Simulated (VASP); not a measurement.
# AgCl (I4/mmm) in VASP: notebook

Runs on AgCl. Level: r2SCAN. Tasks: single point.

Program: VASP 6.6.1. These are calculated values, not measurements. Logs are shortened: lines on timing, memory, paths and dates and some standing lists are left out, and cuts for length are marked.

## Step 1: The cell of the first run

It takes space group I4/mmm (No. 139, tetragonal). The conventional cell has a = 3.981 Å, b = 3.981 Å, c = 5.546 Å, α = 90.00°, β = 90.00°, γ = 90.00°. Ag (site symmetry 4/mmm) has 6 Cl at 2.77 to 2.81 Å within 3.7 Å. Within 3.7 Å of Cl (site symmetry 4/mmm) lie 6 Ag at 2.77 to 2.81 Å.

## Step 2: Single point, r2SCAN (strain +0.015 along x and y, +0.000 along z)

Contents of POSCAR:

```
AgCl
1.0
    0.0000000000      2.8147472500      2.7731500000
    2.8147472500      0.0000000000      2.7731500000
    2.8147472500      2.8147472500      0.0000000000
Ag Cl
1 1
Direct
    0.5000000000      0.5000000000      0.5000000000
    0.0000000000      0.0000000000      0.0000000000
```

Contents of INCAR.step1:

```
  PREC = Accurate
  ENCUT = 520
  ISMEAR = 0
  SIGMA = 0.05
  LREAL = False
  LASPH = True
  NELM = 80
  NBANDS = 16
  GGA = PE
  ALGO = Normal
  EDIFF = 1E-4
  LWAVE = True
  LCHARG = False
```

Contents of INCAR.step2:

```
  PREC = Accurate
  ENCUT = 520
  EDIFF = 1E-6
  ISMEAR = 0
  SIGMA = 0.05
  LREAL = False
  LASPH = True
  NELM = 80
  ALGO = Normal
  ISIF = 2
  LWAVE = False
  LCHARG = True
  METAGGA = R2SCAN
  LMIXTAU = True
  LELF = True
  LVHAR = True
  NBANDS = 16
  ISTART = 1
```

Contents of KPOINTS:

```
Automatic mesh
0
Gamma
  8 8 8
```

Potentials or basis: VASP PAW PBE potentials, release 64 (Ag, Cl).

Launch:

```bash
> cat potpaw_PBE.64/Ag/POTCAR potpaw_PBE.64/Cl/POTCAR > POTCAR
> cp INCAR.step1 INCAR
> mpirun -np 1 vasp_std > vasp.out
> cp INCAR.step2 INCAR
> mpirun -np 1 vasp_std > vasp.out
```

OUTCAR:

```text
PREC = Accurate
   ENCUT = 520
   EDIFF = 1E-6
   ISMEAR = 0
   LREAL = False
   LASPH = True
   NELM = 80
   ISIF = 2
   METAGGA = R2SCAN
   ISTART = 1

 ion  position               nearest neighbor table
   1  0.500  0.500  0.500-   2 2.77   2 2.77   2 2.81   2 2.81   2 2.81   2 2.81
   2  0.000  0.000  0.000-   1 2.77   1 2.77   1 2.81   1 2.81   1 2.81   1 2.81

  LATTYP: Found a body centered tetragonal cell.
 ALAT       =     3.9806537356
 C/A-ratio  =     1.3933138546

  Lattice vectors:

 A1 = (   0.0000000000,  -2.8147472500,  -2.7731500000)
 A2 = (   0.0000000000,   2.8147472500,  -2.7731500000)
 A3 = (   2.8147472500,   0.0000000000,   2.7731500000)

Analysis of symmetry for initial positions (statically):
=====================================================================
 Subroutine PRICEL returns:
 Original cell was already a primitive cell.

 Routine SETGRP: Setting up the symmetry group for a
 body centered tetragonal supercell.

 Subroutine GETGRP returns: Found 16 space group operations
 (whereof 16 operations were pure point group operations)
 out of a pool of 16 trial point group operations.

The static configuration has the point symmetry D_4h.

Analysis of symmetry for dynamics (positions and initial velocities):
=====================================================================
 Subroutine PRICEL returns:
 Original cell was already a primitive cell.

 Routine SETGRP: Setting up the symmetry group for a
 body centered tetragonal supercell.

 Subroutine GETGRP returns: Found 16 space group operations
 (whereof 16 operations were pure point group operations)
 out of a pool of 16 trial point group operations.

The dynamic configuration has the point symmetry D_4h.

 Subroutine INISYM returns: Found 16 space group operations
 (whereof 16 operations are pure point group operations),
 and found     1 'primitive' translations

----------------------------------------------------------------------------------------

                                     Primitive cell

  volume of cell :      43.9422

  direct lattice vectors                    reciprocal lattice vectors
     0.000000000  2.814747250  2.773150000    -0.177635843  0.177635843  0.180300380
     2.814747250  0.000000000  2.773150000     0.177635843 -0.177635843  0.180300380
     2.814747250  2.814747250  0.000000000     0.177635843  0.177635843 -0.180300380

  length of vectors
     3.951349517  3.951349517  3.980653736     0.309220330  0.309220330  0.309220330

  position of ions in fractional coordinates (direct lattice)
     0.500000000  0.500000000  0.500000000
     0.000000000  0.000000000  0.000000000

  ion indices of the primitive-cell ions
   primitive index   ion index
                 1           1
                 2           2

----------------------------------------------------------------------------------------

 KPOINTS: Automatic mesh

Automatic generation of k-mesh.
 Grid dimensions read from file:
 generate k-points for:    8    8    8

 Generating k-lattice:

  Cartesian coordinates                     Fractional coordinates (reciprocal lattice)
    -0.022204480  0.022204480  0.022537548     0.125000000  0.000000000  0.000000000
     0.022204480 -0.022204480  0.022537548     0.000000000  0.125000000  0.000000000
     0.022204480  0.022204480 -0.022537548     0.000000000  0.000000000  0.125000000

  Length of vectors
     0.038652541  0.038652541  0.038652541

  Shift w.r.t. Gamma in fractional coordinates (k-lattice)
     0.000000000  0.000000000  0.000000000

 Subroutine IBZKPT returns following result:
 ===========================================

 Found     59 irreducible k-points:

 Following reciprocal coordinates:
            Coordinates               Weight
  0.000000  0.000000  0.000000      1.000000
  0.125000  0.000000  0.000000      8.000000
  0.250000  0.000000  0.000000      8.000000
  0.375000  0.000000  0.000000      8.000000
  0.500000  0.000000  0.000000      4.000000
  0.125000  0.125000  0.000000      2.000000
[... 16 lines left out ...]
  0.250000  0.000000  0.125000     16.000000
  0.375000  0.000000  0.125000     16.000000
 [... further k-points ...]
   k-points           NKPTS =     59   k-points in BZ     NKDIM =     59   number of bands    NBANDS=     16
   number of dos      NEDOS =    301   number of ions     NIONS =      2
   total plane-waves  NPLWV =  27000
   dimension x,y,z NGX =    30 NGY =   30 NGZ =   30
   dimension x,y,z NGXF=    60 NGYF=   60 NGZF=   60
   ions per type =               1   1
   NGX,Y,Z   is equivalent  to a cutoff of  12.62, 12.62, 12.53 a.u.
   NGXF,Y,Z  is equivalent  to a cutoff of  25.24, 25.24, 25.06 a.u.
 SYSTEM =  unknown system
   PREC   = accura    normal or accurate (medium, high low for compatibility)
   ISTART =      1    job   : 0-new  1-cont  2-samecut
   ICHARG =      0    charge: 1-file 2-atom 10-const
   ISPIN  =      1    spin polarized calculation?
   LNONCOLLINEAR =      F non collinear calculations
   LSORBIT =      F    spin-orbit coupling
   LASPH  =      T    aspherical Exc in radial PAW
   ENCUT  =  520.0 eV  38.22 Ry    6.18 a.u.   7.35  7.35  7.40*2*pi/ulx,y,z
   NELM   =     80;   NELMIN=  2; NELMDL=  0     # of ELM steps
   EDIFF  = 0.1E-05   stopping-criterion for ELM
   LREAL  =      F    real-space projection
   EDIFFG = 0.1E-04   stopping-criterion for IOM
   NSW    =      0    number of steps for IOM
   IBRION =     -1    ionic relax: 0-MD 1-quasi-New 2-CG
   NFREE  =      0    steps in history (QN), initial steepest desc. (CG)
   ISIF   =      2    stress and relaxation
   ISYM   =      2    0-nonsym 1-usesym 2-fastsym
   POTIM  = 0.5000    time-step for ionic-motion
   TEBEG  =    0.0;   TEEND  =   0.0 temperature during run
   PSTRESS=    0.0 pullay stress
   NELECT =      18.0000    total number of electrons
   NUPDOWN=      -1.0000    fix difference up-down
   EMIN   =  10.00;   EMAX   =-10.00  energy-range for DOS
   EFERMI =   0.00;   METHOD = LEGACY
   ISMEAR =     0;   SIGMA  =   0.05  broadening in eV -4-tet -1-fermi 0-gaus
   EFERMI_NEDOS =   21; number of points for ismear=-14 and -15
   IALGO  =     38    algorithm
   IMIX   =      4    mixing-type and parameters
     AMIX     =   0.40;   BMIX     =  1.00
     AMIX_MAG =   1.60;   BMIX_MAG =  1.00
  volume/ion in A,a.u.               =      21.97       148.27
  Fermi-wavevector in a.u.,A,eV,Ry     =   1.215827  2.297579 20.112596  1.478234
  Thomas-Fermi vector in A             =   2.351201
   LORBIT       =      0    0 simple, 1 ext, 2 COOP (PROOUT), +10 PAW based schemes
   METAGGA = R2SCAN    functional components
   LHFCALC =     F    Hartree Fock is set to
   AEXX    =    0.0000 exact exchange contribution
   IVDW    =     0    specifies the selected vdW correction
   LEPSILON=     F    determine dielectric tensor
   LRPA    =     F    only Hartree local field effects (RPA)
 non-spin polarized calculation
 Gauss-broadening in eV      SIGMA  =   0.05
  energy-cutoff  :      520.00
  volume of cell :       43.94
 maximum number of plane-waves:      1235
 NGX is ok and might be reduce to    30
   NGX = 15   NGY = 15   NGZ = 15

 number of electron      17.9999996 magnetization

 Free energy of the ion-electron system (eV)
  ---------------------------------------------------
  ext. energy  EPLUGINS =         0.00000000
  ---------------------------------------------------
  free energy    TOTEN  =       -28.63683616 eV

  energy without entropy =      -28.63683616  energy(sigma->0) =      -28.63683616

 E-fermi :   3.4214     XC(G=0): -10.3436

 val. band max:        3.2070525680   @ k =   0.5000   0.0000   0.0000
 cond. band min:       4.5877201261   @ k =   0.0000   0.0000   0.0000
 fundamental gap:      1.3806675581
 Fermi energy:         3.4214095990

 k-point     1 :       0.0000    0.0000    0.0000
  band No.  band energies     occupation
      1     -12.4517      2.00000
      2       0.8106      2.00000
      3       0.8354      2.00000
      4       0.8354      2.00000
      5       0.8584      2.00000
      6       0.8584      2.00000
[... 8 lines left out ...]
     15      17.0723      0.00000
     16      17.0723      0.00000

 k-point     2 :       0.1250    0.0000    0.0000
  band No.  band energies     occupation
      1     -12.3969      2.00000
      2       0.0834      2.00000
      3       0.1412      2.00000
      4       0.1633      2.00000
      5       0.8896      2.00000
      6       0.9032      2.00000
[... 8 lines left out ...]
     15      15.8532      0.00000
     16      16.4537      0.00000

 k-point     3 :       0.2500    0.0000    0.0000
  band No.  band energies     occupation
      1     -12.2596      2.00000
      2      -0.8987      2.00000
      3      -0.4409      2.00000
      4      -0.4010      2.00000
      5       1.0088      2.00000
      6       1.0138      2.00000
[... 8 lines left out ...]
     15      16.0269      0.00000
     16      16.2805      0.00000

 k-point     4 :       0.3750    0.0000    0.0000
  band No.  band energies     occupation
      1     -12.1147      2.00000
      2      -1.6499      2.00000
      3      -0.8071      2.00000
      4      -0.7617      2.00000
      5       1.1279      2.00000
      6       1.1324      2.00000
[... 8 lines left out ...]
     15      16.9102      0.00000
     16      16.9646      0.00000

 k-point     5 :       0.5000    0.0000    0.0000
  band No.  band energies     occupation
      1     -12.0522      2.00000
      2      -1.9260      2.00000
      3      -0.9326      2.00000
      4      -0.8855      2.00000
      5       1.1762      2.00000
      6       1.1850      2.00000
[... 8 lines left out ...]
     15      17.5044      0.00000
     16      17.6137      0.00000

 k-point     6 :       0.1250    0.1250    0.0000
  band No.  band energies     occupation
      1     -12.3775      2.00000
      2      -0.4385      2.00000
      3       0.4065      2.00000
      4       0.4065      2.00000
      5       0.8202      2.00000
      6       0.9226      2.00000
[... 8 lines left out ...]
     15      17.5888      0.00000
     16      17.7246      0.00000

 k-point     7 :       0.2500    0.1250    0.0000
  band No.  band energies     occupation
      1     -12.2709      2.00000
      2      -1.0004      2.00000
      3      -0.1198      2.00000
      4      -0.0519      2.00000
      5       0.8705      2.00000
      6       1.0327      2.00000
[... 8 lines left out ...]
     15      17.1949      0.00000
     16      17.7611      0.00000

 k-point     8 :       0.3750    0.1250    0.0000
  band No.  band energies     occupation
      1     -12.1340      2.00000
      2      -1.4812      2.00000
      3      -0.6905      2.00000
      4      -0.5226      2.00000
      5       0.9982      2.00000
      6       1.1569      2.00000
[... 8 lines left out ...]
     15      17.6396      0.00000
     16      17.6969      0.00000

 k-point     9 :       0.5000    0.1250    0.0000
  band No.  band energies     occupation
      1     -12.0485      2.00000
      2      -1.7617      2.00000
      3      -0.9111      2.00000
      4      -0.7989      2.00000
      5       1.1217      2.00000
      6       1.1974      2.00000
[... 8 lines left out ...]
     15      17.7578      0.00000
     16      18.3816      0.00000
[... 172 lines left out ...]
 k-point    19 :       0.5000    0.3750    0.0000
  band No.  band energies     occupation
      1     -12.0291      2.00000
      2      -1.1383      2.00000
      3      -0.2960      2.00000
      4      -0.1593      2.00000
      5       0.7585      2.00000
      6       1.2515      2.00000
[... 8 lines left out ...]
     15      18.6742      0.00000
     16      19.2341      0.00000

 k-point    20 :      -0.3750    0.3750    0.0000
  band No.  band energies     occupation
      1     -12.0097      2.00000
      2      -0.9273      2.00000
      3      -0.9163      2.00000
      4      -0.5278      2.00000
      5       0.9660      2.00000
      6       1.2327      2.00000
[... 8 lines left out ...]
     15      17.4827      0.00000
     16      19.7632      0.00000

 k-point    21 :       0.5000    0.5000    0.0000
  band No.  band energies     occupation
      1     -12.0248      2.00000
      2      -1.0787      2.00000
      3       0.1275      2.00000
      4       0.1275      2.00000
      5       0.5574      2.00000
      6       1.0788      2.00000
[... 8 lines left out ...]
     15      18.9483      0.00000
     16      18.9483      0.00000

 k-point    22 :       0.1250    0.0000    0.1250
  band No.  band energies     occupation
      1     -12.3822      2.00000
      2      -0.3576      2.00000
      3       0.4108      2.00000
      4       0.4565      2.00000
      5       0.7923      2.00000
      6       0.9190      2.00000
[... 8 lines left out ...]
     15      17.6367      0.00000
     16      17.7557      0.00000

 k-point    23 :       0.2500    0.0000    0.1250
  band No.  band energies     occupation
      1     -12.2784      2.00000
      2      -0.9070      2.00000
      3      -0.1239      2.00000
      4      -0.0398      2.00000
      5       0.8590      2.00000
      6       1.0334      2.00000
[... 8 lines left out ...]
     15      17.2277      0.00000
     16      17.7466      0.00000

 k-point    24 :       0.3750    0.0000    0.1250
  band No.  band energies     occupation
      1     -12.1407      2.00000
      2      -1.4145      2.00000
      3      -0.6924      2.00000
      4      -0.5351      2.00000
      5       0.9974      2.00000
      6       1.1520      2.00000
[... 8 lines left out ...]
     15      17.5533      0.00000
     16      17.6687      0.00000

 [... further k-points ...]

------------------------ aborting loop because EDIFF is reached ----------------------------------------

  FORCE on cell =-STRESS in cart. coord.  units (eV):
  Direction    XX          YY          ZZ          XY          YZ          ZX
  --------------------------------------------------------------------------------------
  -------------------------------------------------------------------------------------
  Total       -0.4337282     -0.4337282     -0.3527438      0.0000000     -0.0000000      0.0000000
  in kB      -15.8141591    -15.8141591    -12.8613885      0.0000000     -0.0000000      0.0000000
  external PRESSURE =     -14.8299023 kB  Pullay stress =       0.0000000 kB

 VOLUME and BASIS-vectors are now :
 -----------------------------------------------------------------------------
  energy-cutoff  :      520.00
  volume of cell :       43.94
      direct lattice vectors                 reciprocal lattice vectors
     0.000000000  2.814747250  2.773150000    -0.177635843  0.177635843  0.180300380
     2.814747250  0.000000000  2.773150000     0.177635843 -0.177635843  0.180300380
     2.814747250  2.814747250  0.000000000     0.177635843  0.177635843 -0.180300380

 POSITION                                       TOTAL-FORCE (eV/Angst)
 -----------------------------------------------------------------------------------
      2.81475      2.81475      2.77315         0.000000      0.000000      0.000000
      0.00000      0.00000      0.00000         0.000000      0.000000      0.000000
 -----------------------------------------------------------------------------------
    total drift:                                0.000000      0.000000      0.000000

  FREE ENERGIE OF THE ION-ELECTRON SYSTEM (eV)
  ---------------------------------------------------
  free  energy   TOTEN  =       -28.6368361646 eV

  energy  without entropy=      -28.6368361646  energy(sigma->0) =      -28.63683616
```

It took 94 s on 1 thread of AMD EPYC 9R45 (Zen 5), shared host; peak memory 0.16 GiB.

Results:

- Free energy: -28.6368 eV
- Pressure: -1.5 GPa
- Band gap on the k mesh: 1.38 eV (least direct gap 3.60 eV)

Caveat: the cell differs from its parent crystal (strain +0.015 along x and y, +0.000 along z); the PAW data sets were made with another functional, which shifts forces and pressure a little. A k mesh can miss the band edges.

[end of part 1 of 2]
